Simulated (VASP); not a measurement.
# GaIr3 (Cmmm) in VASP: notebook

GaIr3 is run at these levels: PBE; tasks: single point.

Everything below comes from runs of VASP 6.6.1. Logs are shortened: lines on timing, memory, paths and dates and some standing lists are left out, and cuts for length are marked.

## (1) The cell of the first run

It takes space group Cmmm (No. 65, orthorhombic). Conventional cell: a = 5.503 Å, b = 7.462 Å, c = 2.741 Å, α = 90.00°, β = 90.00°, γ = 90.00°. Ga (site symmetry mmm) has 16 Ir at 2.69 to 3.88 Å and 2 Ga at 2.74 Å within 3.9 Å. Within 3.9 Å of Ir (site symmetry mmm) lie 10 Ir at 2.69 to 2.74 Å and 8 Ga at 2.75 to 3.88 Å. Ir (site symmetry 2/m) has 4 Ga at 2.69 Å and 14 Ir at 2.69 to 3.88 Å within 3.9 Å.

## (2) Single point, PBE

The input, INCAR:

```
  PREC = Accurate
  ENCUT = 500
  EDIFF = 1E-6
  ISMEAR = 0
  SIGMA = 0.1
  LREAL = False
  LASPH = True
  NELM = 120
  ALGO = Normal
  ISIF = 2
  LWAVE = False
  LCHARG = False
  GGA = PE
  NBANDS = 28
  GGA_COMPAT = False
```

The input, KPOINTS:

```
Automatic mesh
0
Gamma
  10 10 16
  0.5 0.5 0.5
```

The input, POSCAR:

```
GaIr3
1.0
    2.7513119282     -3.7309493758      0.0000000000
    2.7513119282      3.7309493758      0.0000000000
    0.0000000000      0.0000000000      2.7407688025
Ga Ir
1 3
Direct
    0.0000000000      0.0000000000      0.0000000000
    0.5000000000      0.5000000000      0.0000000000
    0.0000000000      0.5000000000      0.5000000000
    0.5000000000      0.0000000000      0.5000000000
```

Potentials or basis: VASP PAW PBE potentials, release 64 (Ga_d, Ir).

Run with:

```
$ cat potpaw_PBE.64/Ga_d/POTCAR potpaw_PBE.64/Ir/POTCAR > POTCAR
$ mpirun -np 1 vasp_std > vasp.out
```

OUTCAR:

```text
PREC = Accurate
   ENCUT = 500
   EDIFF = 1E-6
   ISMEAR = 0
   LREAL = False
   LASPH = True
   NELM = 120
   ISIF = 2
   GGA = PE

 ion  position               nearest neighbor table
   1  0.000  0.000  0.000-   3 2.69   4 2.69   3 2.69   4 2.69   3 2.69   3 2.69   4 2.69   4 2.69
                             2 2.75   2 2.75
   2  0.500  0.500  0.000-   3 2.69   4 2.69   3 2.69   4 2.69   4 2.69   4 2.69   3 2.69   3 2.69
                             1 2.75   1 2.75
   3  0.000  0.500  0.500-   1 2.69   2 2.69   1 2.69   2 2.69   1 2.69   1 2.69   2 2.69   2 2.69
                             4 2.75   4 2.75
   4  0.500  0.000  0.500-   1 2.69   2 2.69   1 2.69   2 2.69   2 2.69   2 2.69   1 2.69   1 2.69
                             3 2.75   3 2.75

  LATTYP: Found a base centered orthorhombic cell.
 ALAT       =     5.5026238564
 B/A-ratio  =     1.3560619345
 C/A-ratio  =     0.4980839821

  Lattice vectors:

 A1 = (   2.7513119282,  -3.7309493758,   0.0000000000)
 A2 = (   2.7513119282,   3.7309493758,   0.0000000000)
 A3 = (   0.0000000000,   0.0000000000,   2.7407688025)

Analysis of symmetry for initial positions (statically):
=====================================================================
 Subroutine PRICEL returns:
 Original cell was already a primitive cell.

 Routine SETGRP: Setting up the symmetry group for a
 base centered orthorhombic supercell.

 Subroutine GETGRP returns: Found  8 space group operations
 (whereof  8 operations were pure point group operations)
 out of a pool of  8 trial point group operations.

The static configuration has the point symmetry D_2h.

Analysis of symmetry for dynamics (positions and initial velocities):
=====================================================================
 Subroutine PRICEL returns:
 Original cell was already a primitive cell.

 Routine SETGRP: Setting up the symmetry group for a
 base centered orthorhombic supercell.

 Subroutine GETGRP returns: Found  8 space group operations
 (whereof  8 operations were pure point group operations)
 out of a pool of  8 trial point group operations.

The dynamic configuration has the point symmetry D_2h.

 Subroutine INISYM returns: Found  8 space group operations
 (whereof  8 operations are pure point group operations),
 and found     1 'primitive' translations

----------------------------------------------------------------------------------------

                                     Primitive cell

  volume of cell :      56.2680

  direct lattice vectors                    reciprocal lattice vectors
     2.751311928 -3.730949376  0.000000000     0.181731484 -0.134014148  0.000000000
     2.751311928  3.730949376  0.000000000     0.181731484  0.134014148  0.000000000
     0.000000000  0.000000000  2.740768802     0.000000000  0.000000000  0.364861129

  length of vectors
     4.635698499  4.635698499  2.740768802     0.225801072  0.225801072  0.364861129

  position of ions in fractional coordinates (direct lattice)
     0.000000000  0.000000000  0.000000000
     0.500000000  0.500000000  0.000000000
     1.000000000  0.500000000  0.500000000
     0.500000000  1.000000000  0.500000000

  ion indices of the primitive-cell ions
   primitive index   ion index
                 1           1
                 2           2
                 3           3
                 4           4

----------------------------------------------------------------------------------------

 KPOINTS: Automatic mesh

Automatic generation of k-mesh.
 Grid dimensions read from file:
 generate k-points for:   10   10   16

 Generating k-lattice:

  Cartesian coordinates                     Fractional coordinates (reciprocal lattice)
     0.018173148 -0.013401415  0.000000000     0.100000000 -0.000000000  0.000000000
     0.018173148  0.013401415  0.000000000    -0.000000000  0.100000000  0.000000000
     0.000000000  0.000000000  0.022803821     0.000000000  0.000000000  0.062500000

  Length of vectors
     0.022580107  0.022580107  0.022803821

  Shift w.r.t. Gamma in fractional coordinates (k-lattice)
     0.500000000  0.500000000  0.500000000

 Subroutine IBZKPT returns following result:
 ===========================================

 Found    240 irreducible k-points:

 Following reciprocal coordinates:
            Coordinates               Weight
  0.050000  0.050000  0.031250      4.000000
  0.150000  0.050000  0.031250      8.000000
  0.250000  0.050000  0.031250      8.000000
  0.350000  0.050000  0.031250      8.000000
  0.450000  0.050000  0.031250      8.000000
 -0.450000  0.050000  0.031250      8.000000
[... 16 lines left out ...]
 -0.350000  0.250000  0.031250      8.000000
 -0.250000  0.250000  0.031250      4.000000
 [... further k-points ...]
   k-points           NKPTS =    240   k-points in BZ     NKDIM =    240   number of bands    NBANDS=     28
   number of dos      NEDOS =    301   number of ions     NIONS =      4
   total plane-waves  NPLWV =  25920
   dimension x,y,z NGX =    36 NGY =   36 NGZ =   20
   dimension x,y,z NGXF=    72 NGYF=   72 NGZF=   40
   ions per type =               1   3
   NGX,Y,Z   is equivalent  to a cutoff of  12.91, 12.91, 12.13 a.u.
   NGXF,Y,Z  is equivalent  to a cutoff of  25.82, 25.82, 24.26 a.u.
 SYSTEM =  unknown system
   PREC   = accura    normal or accurate (medium, high low for compatibility)
   ISTART =      0    job   : 0-new  1-cont  2-samecut
   ICHARG =      2    charge: 1-file 2-atom 10-const
   ISPIN  =      1    spin polarized calculation?
   LNONCOLLINEAR =      F non collinear calculations
   LSORBIT =      F    spin-orbit coupling
   LASPH  =      T    aspherical Exc in radial PAW
   ENCUT  =  500.0 eV  36.75 Ry    6.06 a.u.   8.45  8.45  5.00*2*pi/ulx,y,z
   NELM   =    120;   NELMIN=  2; NELMDL= -5     # of ELM steps
   EDIFF  = 0.1E-05   stopping-criterion for ELM
   LREAL  =      F    real-space projection
   EDIFFG = 0.1E-04   stopping-criterion for IOM
   NSW    =      0    number of steps for IOM
   IBRION =     -1    ionic relax: 0-MD 1-quasi-New 2-CG
   NFREE  =      0    steps in history (QN), initial steepest desc. (CG)
   ISIF   =      2    stress and relaxation
   ISYM   =      2    0-nonsym 1-usesym 2-fastsym
   POTIM  = 0.5000    time-step for ionic-motion
   TEBEG  =    0.0;   TEEND  =   0.0 temperature during run
   PSTRESS=    0.0 pullay stress
   NELECT =      40.0000    total number of electrons
   NUPDOWN=      -1.0000    fix difference up-down
   EMIN   =  10.00;   EMAX   =-10.00  energy-range for DOS
   EFERMI =   0.00;   METHOD = LEGACY
   ISMEAR =     0;   SIGMA  =   0.10  broadening in eV -4-tet -1-fermi 0-gaus
   EFERMI_NEDOS =   21; number of points for ismear=-14 and -15
   IALGO  =     38    algorithm
   IMIX   =      4    mixing-type and parameters
     AMIX     =   0.40;   BMIX     =  1.00
     AMIX_MAG =   1.60;   BMIX_MAG =  1.00
  volume/ion in A,a.u.               =      14.07        94.93
  Fermi-wavevector in a.u.,A,eV,Ry     =   1.461081  2.761043 29.045143  2.134758
  Thomas-Fermi vector in A             =   2.577455
   LORBIT       =      0    0 simple, 1 ext, 2 COOP (PROOUT), +10 PAW based schemes
   GGA     = PE    functional components
   LHFCALC =     F    Hartree Fock is set to
   AEXX    =    0.0000 exact exchange contribution
   IVDW    =     0    specifies the selected vdW correction
   LEPSILON=     F    determine dielectric tensor
   LRPA    =     F    only Hartree local field effects (RPA)
 non-spin polarized calculation
 Gauss-broadening in eV      SIGMA  =   0.10
  energy-cutoff  :      500.00
  volume of cell :       56.27
 maximum number of plane-waves:      1446
 NGX is ok and might be reduce to    36
   NGX = 17   NGY = 17   NGZ =  9

 number of electron      39.9999984 magnetization

 Free energy of the ion-electron system (eV)
  ---------------------------------------------------
  ext. energy  EPLUGINS =         0.00000000
  ---------------------------------------------------
  free energy    TOTEN  =       -29.95836469 eV

  energy without entropy =      -29.94167615  energy(sigma->0) =      -29.95002042

 E-fermi :   9.5511     XC(G=0): -13.6590

 val. band max:        9.5494959316   @ k =   0.4500   0.4500   0.2188
 cond. band min:       9.5517566733   @ k =   0.2500   0.1500   0.0938
 fundamental gap:      0.0022607417
 Fermi energy:         9.5511151268

 k-point     1 :       0.0500    0.0500    0.0312
  band No.  band energies     occupation
      1      -5.5076      2.00000
      2      -5.2926      2.00000
      3      -5.2542      2.00000
      4      -5.1790      2.00000
      5      -5.1676      2.00000
      6      -1.9063      2.00000
[... 20 lines left out ...]
     27      18.3155      0.00000
     28      18.7595      0.00000

 k-point     2 :       0.1500    0.0500    0.0312
  band No.  band energies     occupation
      1      -5.5049      2.00000
      2      -5.2860      2.00000
      3      -5.2469      2.00000
      4      -5.1772      2.00000
      5      -5.1659      2.00000
      6      -1.6836      2.00000
[... 20 lines left out ...]
     27      17.9852      0.00000
     28      18.7919      0.00000

 k-point     3 :       0.2500    0.0500    0.0312
  band No.  band energies     occupation
      1      -5.5011      2.00000
      2      -5.2759      2.00000
      3      -5.2367      2.00000
      4      -5.1751      2.00000
      5      -5.1627      2.00000
      6      -1.2819      2.00000
[... 20 lines left out ...]
     27      17.6683      0.00000
     28      19.4010      0.00000

 k-point     4 :       0.3500    0.0500    0.0312
  band No.  band energies     occupation
      1      -5.4975      2.00000
      2      -5.2665      2.00000
      3      -5.2273      2.00000
      4      -5.1736      2.00000
      5      -5.1589      2.00000
      6      -0.7393      2.00000
[... 20 lines left out ...]
     27      18.6555      0.00000
     28      20.0762      0.00000

 k-point     5 :       0.4500    0.0500    0.0312
  band No.  band energies     occupation
      1      -5.4956      2.00000
      2      -5.2612      2.00000
      3      -5.2225      2.00000
      4      -5.1729      2.00000
      5      -5.1565      2.00000
      6      -0.1974      2.00000
[... 20 lines left out ...]
     27      19.7321      0.00000
     28      20.5445      0.00000

 k-point     6 :      -0.4500    0.0500    0.0312
  band No.  band energies     occupation
      1      -5.4960      2.00000
      2      -5.2616      2.00000
      3      -5.2245      2.00000
      4      -5.1730      2.00000
      5      -5.1566      2.00000
      6      -0.3322      2.00000
[... 463 lines left out ...]
      5      -5.1566      2.00000
      6       0.2174      2.00000
[... 20 lines left out ...]
     27      20.3592      0.00000
     28      21.1219      0.00000

 k-point    22 :      -0.4500    0.2500    0.0312
  band No.  band energies     occupation
      1      -5.4945      2.00000
      2      -5.2464      2.00000
      3      -5.2326      2.00000
      4      -5.1659      2.00000
      5      -5.1571      2.00000
      6      -0.2147      2.00000
[... 20 lines left out ...]
     27      20.8243      0.00000
     28      21.1079      0.00000

 k-point    23 :      -0.3500    0.2500    0.0312
  band No.  band energies     occupation
      1      -5.4971      2.00000
      2      -5.2526      2.00000
      3      -5.2405      2.00000
      4      -5.1670      2.00000
      5      -5.1595      2.00000
      6      -0.7308      2.00000
[... 20 lines left out ...]
     27      20.2748      0.00000
     28      22.0204      0.00000

 k-point    24 :      -0.2500    0.2500    0.0312
  band No.  band energies     occupation
      1      -5.5000      2.00000
      2      -5.2621      2.00000
      3      -5.2460      2.00000
      4      -5.1694      2.00000
      5      -5.1620      2.00000
      6      -1.1311      2.00000
[... 20 lines left out ...]
     27      19.7357      0.00000
     28      21.7576      0.00000

 [... further k-points ...]

------------------------ aborting loop because EDIFF is reached ----------------------------------------

  FORCE on cell =-STRESS in cart. coord.  units (eV):
  Direction    XX          YY          ZZ          XY          YZ          ZX
  --------------------------------------------------------------------------------------
  -------------------------------------------------------------------------------------
  Total        3.4221564      3.3687782      3.4983453     -0.0000000      0.0000000      0.0000000
  in kB       97.4425985     95.9227051     99.6120037     -0.0000000      0.0000000      0.0000000
  external PRESSURE =      97.6591024 kB  Pullay stress =       0.0000000 kB

 VOLUME and BASIS-vectors are now :
 -----------------------------------------------------------------------------
  energy-cutoff  :      500.00
  volume of cell :       56.27
      direct lattice vectors                 reciprocal lattice vectors
     2.751311928 -3.730949376  0.000000000     0.181731484 -0.134014148  0.000000000
     2.751311928  3.730949376  0.000000000     0.181731484  0.134014148  0.000000000
     0.000000000  0.000000000  2.740768802     0.000000000  0.000000000  0.364861129

 POSITION                                       TOTAL-FORCE (eV/Angst)
 -----------------------------------------------------------------------------------
      0.00000      0.00000      0.00000        -0.000000      0.000000      0.000000
      2.75131      0.00000      0.00000        -0.000000     -0.000000      0.000000
      1.37566      1.86547      1.37038         0.000000     -0.000000      0.000000
      1.37566     -1.86547      1.37038         0.000000      0.000000      0.000000
 -----------------------------------------------------------------------------------
    total drift:                                0.000000      0.000000      0.000000

  FREE ENERGIE OF THE ION-ELECTRON SYSTEM (eV)
  ---------------------------------------------------
  free  energy   TOTEN  =       -29.9583646948 eV

  energy  without entropy=      -29.9416761454  energy(sigma->0) =      -29.95002042
```

It took 3 min on 1 thread of AMD EPYC 9R45 (Zen 5), shared host; peak memory 0.39 GiB.

Results:

```yaml
Free_energy: -29.9584 eV
Pressure: 9.8 GPa
Band_gap_on_the_k_mesh: zero (bands 20 and 21 overlap by 2.35 eV)
```

Levels at points of the mesh, in eV from the Fermi level:
```csv
k point,band 17,band 18,band 19,band 20,band 21,band 22,band 23,band 24
"(0.05, 0.05, 0.03)",-1.19,-1.00,-0.21,0.10,0.99,1.41,1.70,2.30
```

Caveat: the cell stands under pressure; spin-orbit coupling is left out, which moves the levels of the heavy elements.

## (3) Single point, PBE

This run uses another cell than the first one, of 14.53 Å³/atom.

The input, INCAR:

```
SYSTEM = GaIr3
ALGO = Normal ; EDIFF = 1E-6
ENCUT = 500 ; GGA = PE
GGA_COMPAT = .FALSE. ; ISIF = 2
ISMEAR = -1 ; LASPH = .TRUE.
LCHARG = .FALSE. ; LREAL = .FALSE.
LWAVE = .FALSE. ; NBANDS = 28
NELM = 120 ; PREC = Accurate
SIGMA = 0.15
```

The input, KPOINTS:

```
k-points
0
G
  10 10 16
  0 0 0
```

The input, POSCAR:

```
GaIr3
1.0
    2.7822707367     -3.7716729345      0.0000000000
    2.7822707367      3.7716729345      0.0000000000
    0.0000000000      0.0000000000      2.7686318811
Ga Ir
1 3
Direct
    0.0000000000      0.0000000000      0.0000000000
    0.5000000000      0.5000000000      0.0000000000
    0.0000000000      0.5000000000      0.5000000000
    0.5000000000      0.0000000000      0.5000000000
```

Potentials or basis: VASP PAW PBE potentials, release 64 (Ga_d, Ir).

Run with:

```
$ cat potpaw_PBE.64/Ga_d/POTCAR potpaw_PBE.64/Ir/POTCAR > POTCAR
$ mpirun -np 1 vasp_std > vasp.out
```

OUTCAR:

```text
SYSTEM = GaIr3
   EDIFF = 1E-6
   ENCUT = 500
   GGA = PE
   ISIF = 2
   ISMEAR = -1
   LASPH = .TRUE.
   LREAL = .FALSE.
   NELM = 120
   PREC = Accurate

 ion  position               nearest neighbor table
   1  0.000  0.000  0.000-   3 2.72   4 2.72   3 2.72   4 2.72   3 2.72   3 2.72   4 2.72   4 2.72
                             2 2.78   2 2.78
   2  0.500  0.500  0.000-   3 2.72   4 2.72   3 2.72   4 2.72   4 2.72   4 2.72   3 2.72   3 2.72
                             1 2.78   1 2.78
   3  0.000  0.500  0.500-   1 2.72   2 2.72   1 2.72   2 2.72   1 2.72   1 2.72   2 2.72   2 2.72
[... 950 lines left out ...]
  --------------------------------------------------------------------------------------
  -------------------------------------------------------------------------------------
  Total        0.1571352      0.1517664      0.1804498      0.0000000      0.0000000      0.0000000
  in kB        4.3326685      4.1846339      4.9755184      0.0000000      0.0000000      0.0000000
  external PRESSURE =       4.4976069 kB  Pullay stress =       0.0000000 kB

 VOLUME and BASIS-vectors are now :
 -----------------------------------------------------------------------------
  energy-cutoff  :      500.00
  volume of cell :       58.11
      direct lattice vectors                 reciprocal lattice vectors
     2.782270737 -3.771672935  0.000000000     0.179709326 -0.132567168  0.000000000
     2.782270737  3.771672935  0.000000000     0.179709326  0.132567168  0.000000000
     0.000000000  0.000000000  2.768631881     0.000000000  0.000000000  0.361189224

 POSITION                                       TOTAL-FORCE (eV/Angst)
 -----------------------------------------------------------------------------------
      0.00000      0.00000      0.00000        -0.000000      0.000000      0.000000
      2.78227      0.00000      0.00000         0.000000     -0.000000      0.000000
      1.39114      1.88584      1.38432        -0.000000      0.000000      0.000000
      1.39114     -1.88584      1.38432        -0.000000      0.000000      0.000000
 -----------------------------------------------------------------------------------
    total drift:                                0.000000      0.000000      0.000000

  FREE ENERGIE OF THE ION-ELECTRON SYSTEM (eV)
  ---------------------------------------------------
  free  energy   TOTEN  =       -30.1233437108 eV

  energy  without entropy=      -29.9008745430  energy(sigma->0) =      -30.01210913
```

OSZICAR:

```text
N       E                     dE             d eps       ncg     rms          rms(c)
DAV:   1     0.379824221431E+03    0.37982E+03   -0.18092E+04 16876   0.203E+03
DAV:   2     0.584574830074E+01   -0.37398E+03   -0.35828E+03 15688   0.507E+02
DAV:   3    -0.304665377872E+02   -0.36312E+02   -0.34370E+02 17260   0.144E+02
DAV:   4    -0.318323308600E+02   -0.13658E+01   -0.13526E+01 18196   0.298E+01
DAV:   5    -0.318643334614E+02   -0.32003E-01   -0.31983E-01 18876   0.412E+00    0.224E+01
DAV:   6    -0.304093431473E+02    0.14550E+01   -0.39768E+00 18768   0.178E+01    0.907E+00
DAV:   7    -0.304605868509E+02   -0.51244E-01   -0.23820E+00 21780   0.180E+01    0.544E+00
DAV:   8    -0.301375533068E+02    0.32303E+00   -0.11996E+00 20996   0.107E+01    0.214E+00
DAV:   9    -0.301242277893E+02    0.13326E-01   -0.57556E-02 17312   0.197E+00    0.336E-01
DAV:  10    -0.301234028268E+02    0.82496E-03   -0.43138E-03 20212   0.806E-01    0.106E-01
DAV:  11    -0.301233450472E+02    0.57780E-04   -0.58718E-04 18488   0.298E-01    0.292E-02
DAV:  12    -0.301233420148E+02    0.30324E-05   -0.54151E-05 19012   0.818E-02    0.857E-03
DAV:  13    -0.301233433208E+02   -0.13059E-05   -0.41524E-06 18136   0.186E-02    0.446E-03
DAV:  14    -0.301233437108E+02   -0.39004E-06   -0.25967E-07  9604   0.434E-03
   1 F= -.30123344E+02 E0= -.30012109E+02  d E =-.222469E+00
```

stdout:

```text
POSCAR found type information on POSCAR GaIr
 POSCAR found :  2 types and       4 ions
 scaLAPACK will be used
 LDA part: xc-table for (Slater+PW92), standard interpolation
 POSCAR, INCAR and KPOINTS ok, starting setup
 FFT: planning ... GRIDC
 FFT: planning ... GRID_SOFT
 FFT: planning ... GRID
 WAVECAR not read
 entering main loop
```

Run time: 3.8 min. Hardware: 1 thread of AMD EPYC 9R45 (Zen 5), shared host; peak memory 0.44 GiB.

What came out:

| Quantity | Value |
| --- | --- |
| Free energy | -30.1233 eV |
| Pressure | 0.4 GPa |
| Band gap on the k mesh | zero (bands 20 and 21 overlap by 2.48 eV) |

Caveat: spin-orbit coupling is left out, which moves the levels of the heavy elements.
